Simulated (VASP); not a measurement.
Here is a VASP 6.6.1 calculation.

INCAR

```
SYSTEM = WC
PREC = Accurate ; ENCUT = 520
EDIFF = 1E-6 ; ISMEAR = -1
SIGMA = 0.05 ; LREAL = .FALSE.
LASPH = .TRUE. ; NELM = 100
ALGO = Normal ; ISIF = 2
LWAVE = .FALSE. ; LCHARG = .FALSE.
GGA = PE ; NBANDS = 16
```

KPOINTS

```
Automatic mesh
0
G
  10 10 10
  0 0 0
```

File POSCAR:

```
WC
1.0
    0.0000000000      2.2356887219      2.2356887219
    2.2356887219      0.0000000000      2.2356887219
    2.2356887219      2.2356887219      0.0000000000
W C
1 1
Direct
    0.0000000000      0.0000000000      0.0000000000
    0.5000000000      0.5000000000      0.5000000000
```

Potentials or basis: VASP PAW PBE potentials, release 64 (W_sv, C).

Command:

```sh
$ cat potpaw_PBE.64/W_sv/POTCAR potpaw_PBE.64/C/POTCAR > POTCAR
$ mpirun -np 1 vasp_std > vasp.out
```

Estimate the band gap on the k mesh.

zero (band 9 reaches 12.46 eV, above the bottom of band 10 at 9.56 eV).

Predict the pressure.

-19.2 GPa.

Caveat: spin-orbit coupling is left out, which moves the levels of the heavy elements.
